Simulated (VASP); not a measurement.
A run of VASP 6.6.1 is set up as follows.

File INCAR:

```
SYSTEM = TaN
PREC = Accurate
ENCUT = 520
EDIFF = 1E-7
ISMEAR = 0
SIGMA = 0.2
LREAL = .False.
LASPH = .True.
NELM = 60
ALGO = Normal
ISIF = 2
LWAVE = .False.
LCHARG = .False.
GGA = PE
NBANDS = 24
```

KPOINTS

```
Automatic mesh
0
Gamma
  8 8 8
  0 0 0
```

Contents of POSCAR:

```
TaN
1.0
    1.5567062454      0.8988075786      2.5413666306
    1.5561697872     -0.8985327860     -2.5411403178
   -1.5559942903      4.5438398763     -2.5599350959
Ta N
2 2
Direct
   -0.0000645011      0.4999863457      0.4999870113
    0.0000651781      0.0000138667      0.0000124623
    0.4999990888      0.2499965311      0.7500002186
    0.5000002344      0.7500032565      0.2500003079
```

Potentials or basis: VASP PAW PBE potentials, release 64 (Ta_pv, N).

Run with:

```bash
$ cat potpaw_PBE.64/Ta_pv/POTCAR potpaw_PBE.64/N/POTCAR > POTCAR
$ mpirun -np 1 vasp_std > vasp.out
```

Task: Estimate the band gap on the k mesh.

Result: Zero (bands 16 and 17 overlap by 3.74 eV).

Task: Estimate the pressure.

Result: 0.8 GPa.

Caveat: spin-orbit coupling is left out, which moves the levels of the heavy elements.
